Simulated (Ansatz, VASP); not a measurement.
**One calculation of LiH, two programs**

Contents of INCAR:

```
SYSTEM = LiH
PREC = Accurate ; ENCUT = 520
EDIFF = 1E-6 ; ISMEAR = -1
SIGMA = 0.05 ; LREAL = .FALSE.
LASPH = .TRUE. ; NELM = 60
ALGO = Normal ; ISIF = 2
LWAVE = .FALSE. ; LCHARG = .TRUE.
GGA = PE ; LELF = .TRUE.
LVHAR = .TRUE. ; NBANDS = 9
```

Contents of KPOINTS:

```
Automatic mesh
0
G
  11 11 11
  0 0 0
```

POSCAR

```
LiH
1.0
    0.0000000000      2.0230801250      2.0230801250
    2.0230801250      0.0000000000      2.0230801250
    2.0230801250      2.0230801250      0.0000000000
Li H
1 1
Direct
    0.0000000000      0.0000000000      0.0000000000
    0.5000000000      0.5000000000      0.5000000000
```

File input.yaml:

```yaml
crystal:
  lattice:
    - [0.0, 2.023080125, 2.023080125]
    - [2.023080125, 0.0, 2.023080125]
    - [2.023080125, 2.023080125, 0.0]
  atoms:
    - { symbol: Li, position: [0.0, 0.0, 0.0] }
    - { symbol: H, position: [0.5, 0.5, 0.5] }
kpoints:
  mp_grid: { grid: [11, 11, 11] }
scf:
  occupations: { method: fermi_dirac, width: 0.05 }
hamiltonian:
  xc: pbe
  pseudopotentials: { kind: all_electron, lapw: { basis_error: 0.0005 } }
output:
  forces: true
  stress: true
  eigenvalues: true
```

Change from the starting cell: volume scaled by 0.98.

Alike in both runs: task single point; functional PBE; k mesh 11 × 11 × 11; occupations fermi-dirac, width 0.05 eV; no spin polarisation.

```csv
,VASP,Ansatz
version,VASP 6.6.1,Ansatz 0.2.0
potentials or method,"VASP PAW PBE potentials, release 64 (Li_sv, H), cutoff 520 eV","all-electron LAPW, scalar-relativistic"
```

|  | VASP | Ansatz | Ansatz less VASP |
| --- | --- | --- | --- |
| gap on the k mesh at the Fermi level (eV) | 3.19 | 3.19 | +0.005 |
| least direct gap on the mesh (eV) | 3.19 | 3.19 | +0.005 |

Ansatz ran all-electron here, and VASP with PAW potentials.

Noted on VASP's run: the cutoff is short for stress, so the pressure is rough.
